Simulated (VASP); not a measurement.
Here is a VASP 6.6.1 calculation.

The input INCAR:

```
  PREC = Accurate
  ENCUT = 520
  EDIFF = 1E-6
  ISMEAR = 0
  SIGMA = 0.2
  LREAL = Auto
  LASPH = True
  NELM = 100
  ALGO = Normal
  ISIF = 2
  LWAVE = False
  LCHARG = False
  GGA = PE
  NBANDS = 90
```

KPOINTS

```
regular mesh
0
Gamma
  5 5 1
```

POSCAR

```
Ta5Br3
1.0
    3.3069674555     -0.0000028009     -0.0000088873
   -1.6534861534      2.8639202197      0.0000029673
   -0.0000925321     -0.0000177488     37.7411243967
Ta Br
10 6
Direct
    0.0000009462      0.0000003890      0.3978594708
    0.3333355582      0.6666673923      0.2881668570
    0.6666682931      0.3333338949      0.3430179229
   -0.0000009462     -0.0000003890      0.6021405292
    0.6666644418      0.3333326077      0.7118331430
    0.3333317069      0.6666661051      0.6569820771
   -0.0000013215     -0.0000002847      0.9168600535
    0.6666660073      0.3333331863      0.9711380357
    0.0000013215      0.0000002847      0.0831399465
    0.3333339927      0.6666668137      0.0288619643
    0.3333378692      0.6666677728      0.4486127194
   -0.0000011396      0.0000000607      0.2374190490
    0.6666621308      0.3333322272      0.5513872806
    0.0000011396     -0.0000000607      0.7625809510
    0.3333248037      0.6666649470      0.8658948458
    0.6666751963      0.3333350530      0.1341051542
```

Potentials or basis: VASP PAW PBE potentials, release 64 (Ta_pv, Br).

Command:

```sh
$ cat potpaw_PBE.64/Ta_pv/POTCAR potpaw_PBE.64/Br/POTCAR > POTCAR
$ mpirun -np 1 vasp_std > vasp.out
```

Estimate the pressure.

0.4 GPa.

What does it give for the largest force?

0.087 eV/Å.

Forces on the atoms (eV/Å):
```
Ta   0.000  0.000 -0.010
Ta   0.000  0.000  0.004
Ta   0.000  0.000  0.003
Ta   0.000  0.000  0.010
Ta   0.000  0.000 -0.004
Ta   0.000  0.000 -0.003
Ta   0.000  0.000  0.087
Ta   0.000  0.000 -0.009
Ta   0.000  0.000 -0.087
Ta   0.000  0.000  0.009
Br   0.000  0.000  0.006
Br   0.000  0.000 -0.006
Br   0.000  0.000 -0.006
Br   0.000  0.000  0.006
Br   0.000  0.000 -0.040
Br   0.000  0.000  0.040
```

Caveat: the k points lie up to 0.44 Å⁻¹ apart, too coarse for converged energies and pressures of a metal; this functional lacks dispersion, which binds layers or chains, so the pressure and a relaxed spacing across them are unreliable.
